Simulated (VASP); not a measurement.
**CsOs3: relaxation of cell and atoms with PBE**

Crystal: CsOs3.

```
Cs Os
1.0
     4.37013    0.00000    0.00000
     0.00000    4.37013    0.00000
     0.00000    0.00000    4.37013
Cs Os
1 3
Direct
  0.00000 0.00000 0.00000
  0.00000 0.50000 0.50000
  0.50000 0.00000 0.50000
  0.50000 0.50000 0.00000
```

* Program: VASP 6.6.1
* Task: relaxation of cell and atoms
* Functional: PBE
* Potentials or basis: VASP PAW PBE potentials, release 64 (Cs_sv, Os_sv_GW)
* Cutoff: 560 eV
* k mesh: 4 × 4 × 4
* Occupations: gaussian, width 0.1 eV
* Spin: no spin polarisation
* Dipole correction: no
* Further INCAR settings: ALGO = Normal; EDIFF = 1e-07; IBRION = 2; EDIFFG = -0.04; NSW = 90; ISIF = 3

The relaxed volume is 17.74 Å³/atom, the relaxed cell is a = 4.140 Å, b = 4.140 Å, c = 4.140 Å, α = 90.00°, β = 90.00°, γ = 90.00° and the space group after relaxing (to 0.1 Å) is Pm-3m (No. 221). The energy gained by relaxing is 208.7 meV/atom and the ionic steps are 4. The pressure after relaxing is -0.3 GPa and the band gap on the k mesh is zero (an odd number of electrons rules out a gap without spin polarisation).

Step by step:
| step | energy change (eV) | largest force (eV/Å) | pressure (GPa) | volume (Å³) |
| --- | --- | --- | --- | --- |
| 1 | 0.0000 | 0.0000 | -17.67 | 83.46 |
| 2 | 0.7884 | 0.0000 | 52.04 | 58.63 |
| 3 | -0.8333 | 0.0000 | -1.14 | 71.30 |
| 4 | -0.8349 | 0.0000 | -0.34 | 70.95 |

Final structure:
```
Cs Os
1.0
     4.13986    0.00000    0.00000
     0.00000    4.13986    0.00000
     0.00000    0.00000    4.13986
Cs Os
1 3
Cartesian
  0.0000 0.0000 0.0000
  0.0000 2.0699 2.0699
  2.0699 0.0000 2.0699
  2.0699 2.0699 0.0000
```

Levels at points of the mesh, in eV from the Fermi level:
```
           k point  band 26  band 27  band 28  band 29  band 30  band 31
(0.00, 0.00, 0.00)    -1.27     0.60     0.60     1.70     2.28     2.28
(0.50, 0.00, 0.00)    -1.52    -1.04    -0.76     0.24     0.24     0.83
(0.50, 0.50, 0.00)    -1.27    -1.09    -0.22    -0.05     0.41     0.41
(0.50, 0.50, 0.50)    -1.36    -0.65    -0.65    -0.32     1.77     1.77
```

It took 68 s on 1 thread of AMD EPYC 9R45 96-Core Processor (Zen 5), on a shared host, peak memory 0.19 GiB.

Caveat: spin-orbit coupling is left out, which moves the levels of the heavy elements.
